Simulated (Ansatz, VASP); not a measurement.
# One calculation of Si4IrPd, two programs

```
Si Pd Ir
1.0
    -2.87939    2.87939    5.73913
     2.87939   -2.87939    5.73913
     2.87939    2.87939   -5.73913
Si Pd Ir
8 2 2
Direct
  0.62892 0.62500 0.50392
  0.12108 0.62500 0.99608
  0.62892 0.12500 0.00392
  0.12108 0.12500 0.49608
  0.87500 0.37108 0.99608
  0.37500 0.87892 0.00392
  0.87500 0.87892 0.50392
  0.37500 0.37108 0.49608
  0.25000 0.75000 0.50000
  0.50000 0.50000 0.00000
  0.75000 0.25000 0.50000
  0.00000 0.00000 0.00000
```

Alike in both runs: functional PBE; k mesh 8 × 8 × 8; occupations gaussian, width 0.1 eV; no spin polarisation.

Ansatz relaxed the structure, and its values are those at the end. VASP's run is a single point on that final structure, the one shown.

```csv
,VASP,Ansatz
version,VASP 6.6.1,Ansatz 0.2.0
potentials or method,"VASP PAW PBE potentials, release 64 (Si, Pd, Ir), cutoff 520 eV","scalar-relativistic, plane waves, PAW"
valence electrons in the cell,70,102
```

VASP gave:

```
gap on the k mesh at the Fermi level (eV) : none
pressure (GPa)                            : 0.0
rms of the force components (eV/Å)        : 0.001
```

Task: Which values does Ansatz return?

Result: gap on the k mesh at the Fermi level (eV): none; pressure (GPa): 0.0; rms of the force components (eV/Å): 0.004.

A gap of «none» marks a metal or a gap that the smearing closes. VASP's potentials hold 70 valence electrons a cell and Ansatz's 102, so a difference there can come from the potentials and not from the codes.

Neither program's run includes spin-orbit coupling.
